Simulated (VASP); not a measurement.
# CoSi2 (R-3m) in VASP: notebook

The runs below take CoSi2 through single point, with PBEsol.

Everything below comes from runs of VASP 6.6.1. Logs are shortened: lines on timing, memory, paths and dates and some standing lists are left out, and cuts for length are marked.

### 1 The cell of the first run

The structure is trigonal, space group R-3m (No. 166). Conventional cell: a = 3.757 Å, b = 3.757 Å, c = 9.202 Å, α = 90.00°, β = 90.00°, γ = 120.00°. Co (site symmetry -3m) has 8 Si at 2.15 to 2.35 Å within 2.8 Å. Within 2.9 Å of Si (site symmetry 3m) lie 4 Co at 2.15 to 2.35 Å and 6 Si at 2.50 to 2.84 Å.

### 2 Single point, PBEsol (atoms displaced along a vibrational mode)

The input, INCAR:

```
ALGO = Normal
EDIFF = 1E-7
ENCUT = 520
GGA = PS
ISIF = 2
ISMEAR = 0
LASPH = True
LCHARG = True
LELF = True
LREAL = False
LVHAR = True
LWAVE = False
NBANDS = 16
NELM = 60
PREC = Accurate
SIGMA = 0.15
```

The input, KPOINTS:

```
k-points
0
Gamma
  16 16 16
```

The input, POSCAR:

```
CoSi2
1.0
    0.0000000000      2.6562539604      2.6562539604
    2.6562539604      0.0000000000      2.6562539604
    2.6562539604      2.6562539604      0.0000000000
Co Si
1 2
Direct
    0.0000000000      0.0000000000      0.0000000000
    0.2336983696      0.2336983696      0.2336983696
    0.7663016304      0.7663016304      0.7663016304
```

Potentials or basis: VASP PAW PBE potentials, release 64 (Co, Si).

On the command line:

```console
cat potpaw_PBE.64/Co/POTCAR potpaw_PBE.64/Si/POTCAR > POTCAR
mpirun -np 1 vasp_std > vasp.out
```

OUTCAR:

```text
EDIFF = 1E-7
   ENCUT = 520
   GGA = PS
   ISIF = 2
   ISMEAR = 0
   LASPH = True
   LREAL = False
   NELM = 60
   PREC = Accurate

 ion  position               nearest neighbor table
   1  0.000  0.000  0.000-   2 2.15   3 2.15   3 2.35   3 2.35   3 2.35   2 2.35   2 2.35   2 2.35

   2  0.234  0.234  0.234-   1 2.15   1 2.35   1 2.35   1 2.35   3 2.50   3 2.50   3 2.50   3 2.84
                             3 2.84   3 2.84
   3  0.766  0.766  0.766-   1 2.15   1 2.35   1 2.35   1 2.35   2 2.50   2 2.50   2 2.50   2 2.84
                             2 2.84   2 2.84

  LATTYP: Found a face centered cubic cell.
 ALAT       =     5.3125079208

  Lattice vectors:

 A1 = (   0.0000000000,   2.6562539604,   2.6562539604)
 A2 = (   2.6562539604,   0.0000000000,   2.6562539604)
 A3 = (   2.6562539604,   2.6562539604,   0.0000000000)

Analysis of symmetry for initial positions (statically):
=====================================================================
 Subroutine PRICEL returns:
 Original cell was already a primitive cell.

 Routine SETGRP: Setting up the symmetry group for a
 face centered cubic supercell.

 Subroutine GETGRP returns: Found 12 space group operations
 (whereof 12 operations were pure point group operations)
 out of a pool of 48 trial point group operations.

The static configuration has the point symmetry D_3d.

Analysis of symmetry for dynamics (positions and initial velocities):
=====================================================================
 Subroutine PRICEL returns:
 Original cell was already a primitive cell.

 Routine SETGRP: Setting up the symmetry group for a
 face centered cubic supercell.

 Subroutine GETGRP returns: Found 12 space group operations
 (whereof 12 operations were pure point group operations)
 out of a pool of 48 trial point group operations.

The dynamic configuration has the point symmetry D_3d.

 Subroutine INISYM returns: Found 12 space group operations
 (whereof 12 operations are pure point group operations),
 and found     1 'primitive' translations

----------------------------------------------------------------------------------------

                                     Primitive cell

  volume of cell :      37.4834

[... 82 lines left out ...]
   ISTART =      0    job   : 0-new  1-cont  2-samecut
   ICHARG =      2    charge: 1-file 2-atom 10-const
   ISPIN  =      1    spin polarized calculation?
   LNONCOLLINEAR =      F non collinear calculations
   LSORBIT =      F    spin-orbit coupling
   LASPH  =      T    aspherical Exc in radial PAW
   ENCUT  =  520.0 eV  38.22 Ry    6.18 a.u.   6.98  6.98  6.98*2*pi/ulx,y,z
   NELM   =     60;   NELMIN=  2; NELMDL= -5     # of ELM steps
   EDIFF  = 0.1E-06   stopping-criterion for ELM
   LREAL  =      F    real-space projection
   EDIFFG = 0.1E-05   stopping-criterion for IOM
   NSW    =      0    number of steps for IOM
   IBRION =     -1    ionic relax: 0-MD 1-quasi-New 2-CG
   NFREE  =      0    steps in history (QN), initial steepest desc. (CG)
   ISIF   =      2    stress and relaxation
   ISYM   =      2    0-nonsym 1-usesym 2-fastsym
   POTIM  = 0.5000    time-step for ionic-motion
   TEBEG  =    0.0;   TEEND  =   0.0 temperature during run
   PSTRESS=    0.0 pullay stress
   NELECT =      17.0000    total number of electrons
   NUPDOWN=      -1.0000    fix difference up-down
   EMIN   =  10.00;   EMAX   =-10.00  energy-range for DOS
   EFERMI =   0.00;   METHOD = LEGACY
   ISMEAR =     0;   SIGMA  =   0.15  broadening in eV -4-tet -1-fermi 0-gaus
   EFERMI_NEDOS =   21; number of points for ismear=-14 and -15
   IALGO  =     38    algorithm
   IMIX   =      4    mixing-type and parameters
     AMIX     =   0.40;   BMIX     =  1.00
     AMIX_MAG =   1.60;   BMIX_MAG =  1.00
  volume/ion in A,a.u.               =      12.49        84.32
  Fermi-wavevector in a.u.,A,eV,Ry     =   1.257800  2.376897 21.525240  1.582061
  Thomas-Fermi vector in A             =   2.391441
   LORBIT       =      0    0 simple, 1 ext, 2 COOP (PROOUT), +10 PAW based schemes
   GGA     = PS    functional components
   LHFCALC =     F    Hartree Fock is set to
   AEXX    =    0.0000 exact exchange contribution
   IVDW    =     0    specifies the selected vdW correction
   LEPSILON=     F    determine dielectric tensor
   LRPA    =     F    only Hartree local field effects (RPA)
 non-spin polarized calculation
 Gauss-broadening in eV      SIGMA  =   0.15
  energy-cutoff  :      520.00
  volume of cell :       37.48
 maximum number of plane-waves:      1036
   NGX = 13   NGY = 13   NGZ = 13

 number of electron      17.0000005 magnetization

 Free energy of the ion-electron system (eV)
  ---------------------------------------------------
  ext. energy  EPLUGINS =         0.00000000
  ---------------------------------------------------
  free energy    TOTEN  =       -20.68796969 eV

  energy without entropy =      -20.67670824  energy(sigma->0) =      -20.68233896

 E-fermi :  10.3808     XC(G=0): -11.9536

 val. band max:       10.3723978177   @ k =   0.3125   0.0625   0.0000
 cond. band min:      10.3833900490   @ k =   0.1875   0.1250  -0.4375
 fundamental gap:      0.0109922313
 Fermi energy:        10.3807820953

 k-point     1 :       0.0000    0.0000    0.0000
  band No.  band energies     occupation
      1      -3.0525      2.00000
      2       6.0084      2.00000
      3       6.1128      2.00000
      4       6.1128      2.00000
      5       8.3782      2.00000
      6       8.3782      2.00000
[... 433 lines left out ...]
      3       6.2930      2.00000
      4       6.3334      2.00000
      5       8.0342      2.00000
      6       8.3027      2.00000
[... 8 lines left out ...]
     15      16.7965      0.00000
     16      17.4677      0.00000

 [... further k-points ...]
[... 5 lines left out ...]
  --------------------------------------------------------------------------------------
  -------------------------------------------------------------------------------------
  Total        1.0015073      1.0015073      1.0015073      1.9682462      1.9682462      1.9682462
  in kB       42.8080981     42.8080981     42.8080981     84.1300663     84.1300663     84.1300663
  external PRESSURE =      42.8080981 kB  Pullay stress =       0.0000000 kB

 VOLUME and BASIS-vectors are now :
 -----------------------------------------------------------------------------
  energy-cutoff  :      520.00
  volume of cell :       37.48
      direct lattice vectors                 reciprocal lattice vectors
     0.000000000  2.656253960  2.656253960    -0.188235013  0.188235013  0.188235013
     2.656253960  0.000000000  2.656253960     0.188235013 -0.188235013  0.188235013
     2.656253960  2.656253960  0.000000000     0.188235013  0.188235013 -0.188235013

 POSITION                                       TOTAL-FORCE (eV/Angst)
 -----------------------------------------------------------------------------------
      0.00000      0.00000      0.00000        -0.000000      0.000000     -0.000000
      1.24152      1.24152      1.24152         1.227254      1.227254      1.227254
      4.07098      4.07098      4.07098        -1.227254     -1.227254     -1.227254
 -----------------------------------------------------------------------------------
    total drift:                               -0.000000     -0.000000     -0.000000

  FREE ENERGIE OF THE ION-ELECTRON SYSTEM (eV)
  ---------------------------------------------------
  free  energy   TOTEN  =       -20.6879696855 eV

  energy  without entropy=      -20.6767082397  energy(sigma->0) =      -20.68233896
```

OSZICAR:

```text
N       E                     dE             d eps       ncg     rms          rms(c)
DAV:   1     0.604735955420E+02    0.60474E+02   -0.68171E+03 13408   0.102E+03
DAV:   2    -0.190996410398E+02   -0.79573E+02   -0.70992E+02 14928   0.205E+02
DAV:   3    -0.222719602623E+02   -0.31723E+01   -0.31164E+01 17440   0.453E+01
DAV:   4    -0.223266620345E+02   -0.54702E-01   -0.54675E-01 16120   0.571E+00
DAV:   5    -0.223283240685E+02   -0.16620E-02   -0.16620E-02 17656   0.102E+00    0.156E+01
DAV:   6    -0.258329011036E+02   -0.35046E+01   -0.25000E+01 14048   0.106E+02    0.175E+01
DAV:   7    -0.207436637469E+02    0.50892E+01   -0.11316E+01 16800   0.833E+01    0.360E+00
DAV:   8    -0.207254334156E+02    0.18230E-01   -0.78717E-01 16400   0.582E+00    0.196E+00
DAV:   9    -0.206884809378E+02    0.36952E-01   -0.90813E-02 16520   0.570E+00    0.484E-01
DAV:  10    -0.206879976524E+02    0.48329E-03   -0.57830E-03 19864   0.103E+00    0.106E-01
DAV:  11    -0.206879630425E+02    0.34610E-04   -0.46208E-04 19632   0.354E-01    0.444E-02
DAV:  12    -0.206879699158E+02   -0.68733E-05   -0.25113E-05 16416   0.484E-02    0.887E-03
DAV:  13    -0.206879696528E+02    0.26300E-06   -0.36271E-06 19976   0.310E-02    0.450E-03
DAV:  14    -0.206879696855E+02   -0.32646E-07   -0.48783E-07 15640   0.526E-03
   1 F= -.20687970E+02 E0= -.20682339E+02  d E =-.112614E-01
```

Wall time 6 min (1 thread of Intel Xeon 8259CL, shared host); peak memory 0.36 GiB.

What came out:

```
Free energy            : -20.6880 eV
Pressure               : 4.3 GPa
Largest force          : 2.126 eV/Å
Band gap on the k mesh : zero (an odd number of electrons rules out a gap without spin polarisation)
```

Forces in eV/Å, atoms in the order of the input:
```
Co   0.000  0.000  0.000
Si   1.227  1.227  1.227
Si  -1.227 -1.227 -1.227
```

Levels at points of the mesh, in eV from the Fermi level:
```csv
k point,band 7,band 8,band 9,band 10,band 11,band 12
"(0.00, 0.00, 0.00)",0.93,2.45,3.31,3.31,3.46,3.46
"(0.50, 0.00, 0.00)",-1.57,-1.03,0.46,2.39,2.90,3.94
"(0.50, 0.50, 0.50)",-1.94,-1.14,-1.14,3.20,3.61,3.61
"(0.50, 0.50, 0.00)",-2.02,-1.77,-1.42,1.58,2.77,8.65
```

Caveat: the cell differs from its parent crystal (atoms displaced along a vibrational mode); the cell stands under pressure; the PAW data sets were made with another functional, which shifts forces and pressure a little; the run has no spin polarisation, though such a crystal can be magnetic.

### 3 Single point, PBEsol (atoms displaced along a vibrational mode)

The input, INCAR:

```
ALGO = Normal
EDIFF = 1E-7
ENCUT = 520
GGA = PS
ISIF = 2
ISMEAR = 0
LASPH = True
LCHARG = False
LREAL = False
LWAVE = False
NBANDS = 16
NELM = 80
PREC = Accurate
SIGMA = 0.15
```

KPOINTS is that of step 2.

The input, POSCAR:

```
CoSi2
1.0
    0.0000000000      2.6562539604      2.6562539604
    2.6562539604      0.0000000000      2.6562539604
    2.6562539604      2.6562539604      0.0000000000
Co Si
1 2
Direct
    0.0000000000      0.0000000000      0.0000000000
    0.2581508152      0.2581508152      0.2581508152
    0.7418491848      0.7418491848      0.7418491848
```

Potentials or basis: VASP PAW PBE potentials, release 64 (Co, Si).

On the command line:

```console
cat potpaw_PBE.64/Co/POTCAR potpaw_PBE.64/Si/POTCAR > POTCAR
mpirun -np 1 vasp_std > vasp.out
```

Run time: 6.3 min. Hardware: 1 thread of Intel Xeon 8259CL, shared host; peak memory 0.36 GiB.

It converged, with:

```yaml
Free_energy: -20.9226 eV
Pressure: 1.0 GPa
Largest_force: 0.845 eV/Å
Band_gap_on_the_k_mesh: zero (an odd number of electrons rules out a gap without spin polarisation)
```

Forces on the atoms (eV/Å):
```
Co   0.000  0.000  0.000
Si  -0.488 -0.488 -0.488
Si   0.488  0.488  0.488
```

Stress tensor (GPa, compression positive):
```
 1.00 -3.25 -3.25
-3.25  1.00 -3.25
-3.25 -3.25  1.00
```

Levels at points of the mesh, in eV from the Fermi level:
```
           k point  band 5  band 6  band 7  band 8  band 9  band 10  band 11  band 12  band 13  band 14
(0.00, 0.00, 0.00)   -1.98   -1.98    1.02    3.20    3.20     3.49     3.51     3.51     3.58     5.63
(0.50, 0.00, 0.00)   -2.39   -1.80   -1.65   -0.98   -0.13     2.78     3.28     3.80     4.56    10.38
(0.50, 0.50, 0.50)   -1.91   -1.64   -1.64   -0.23   -0.23     2.45     3.37     3.37     4.52    10.12
(0.50, 0.50, 0.00)   -3.68   -2.20   -2.13   -1.80   -1.39     1.67     2.86     8.63     9.85     9.92
```

Caveat: the cell differs from its parent crystal (atoms displaced along a vibrational mode); the PAW data sets were made with another functional, which shifts forces and pressure a little; the run has no spin polarisation, though such a crystal can be magnetic.

### 4 Single point, PBEsol (atoms displaced along a vibrational mode)

The input, INCAR:

```
SYSTEM = CoSi2
  PREC = Accurate
  ENCUT = 520
  EDIFF = 1E-6
  ISMEAR = 0
  SIGMA = 0.15
  LREAL = .False.
  LASPH = .True.
  NELM = 80
  ALGO = Normal
  ISIF = 2
  LWAVE = .False.
  LCHARG = .False.
  GGA = PS
  NBANDS = 16
```

The input, KPOINTS:

```
regular mesh
0
Gamma
  16 16 16
  0 0 0
```

The input, POSCAR:

```
CoSi2
1.0
    0.0000000000      2.6562539604      2.6562539604
    2.6562539604      0.0000000000      2.6562539604
    2.6562539604      2.6562539604      0.0000000000
Co Si
1 2
Direct
    0.0000000000      0.0000000000      0.0000000000
    0.2663016304      0.2663016304      0.2663016304
    0.7336983696      0.7336983696      0.7336983696
```

On the command line:

```console
cat potpaw_PBE.64/Co/POTCAR potpaw_PBE.64/Si/POTCAR > POTCAR
mpirun -np 1 vasp_std > vasp.out
```

It took 5.5 min on 1 thread of Intel Xeon 8259CL, shared host; peak memory 0.36 GiB.

The run converged. Its results:

| Quantity | Value |
| --- | --- |
| Free energy | -20.7412 eV |
| Pressure | 3.5 GPa |
| Largest force | 1.544 eV/Å |
| Band gap on the k mesh | zero (an odd number of electrons rules out a gap without spin polarisation) |

Forces in eV/Å, atoms in the order of the input:
```
Co   0.000  0.000  0.000
Si  -0.892 -0.892 -0.892
Si   0.892  0.892  0.892
```

Stress tensor (GPa, compression positive):
```
 3.53 -6.17 -6.17
-6.17  3.53 -6.17
-6.17 -6.17  3.53
```

Levels at points of the mesh, in eV from the Fermi level:
| k point | band 6 | band 7 | band 8 | band 9 | band 10 | band 11 | band 12 | band 13 |
| --- | --- | --- | --- | --- | --- | --- | --- | --- |
| (0.00, 0.00, 0.00) | -2.01 | 0.93 | 2.87 | 2.87 | 3.28 | 3.39 | 3.39 | 3.45 |
| (0.50, 0.00, 0.00) | -1.95 | -1.65 | -1.52 | 0.21 | 2.71 | 3.04 | 4.07 | 4.46 |
| (0.50, 0.50, 0.50) | -1.63 | -1.63 | -0.09 | -0.09 | 2.11 | 3.17 | 3.17 | 4.45 |
| (0.50, 0.50, 0.00) | -2.44 | -2.27 | -1.65 | -1.44 | 1.59 | 2.73 | 8.62 | 9.96 |

Caveat: the cell differs from its parent crystal (atoms displaced along a vibrational mode); the cell stands under pressure; the PAW data sets were made with another functional, which shifts forces and pressure a little; the run has no spin polarisation, though such a crystal can be magnetic.

### 5 Overview

```csv
cell,gap on the mesh (eV),pressure (GPa),largest force (eV/Å)
"as given, atomic positions A",none,4.3,2.13
"as given, atomic positions B",none,1.0,0.84
"as given, atomic positions C",none,3.5,1.54
```

Alike in all rows: task single point; level PBEsol; potentials or basis VASP PAW PBE potentials, release 64 (Co, Si); no spin polarisation; k mesh 16 × 16 × 16; cutoff (eV) 520; smearing gaussian 0.15 eV.

Caveats: the PAW data sets were made with another functional, which shifts forces and pressure a little; the run has no spin polarisation, though such a crystal can be magnetic; the cell stands under pressure (at least some runs).

Absolute energies hang on the potentials; compare differences alone.
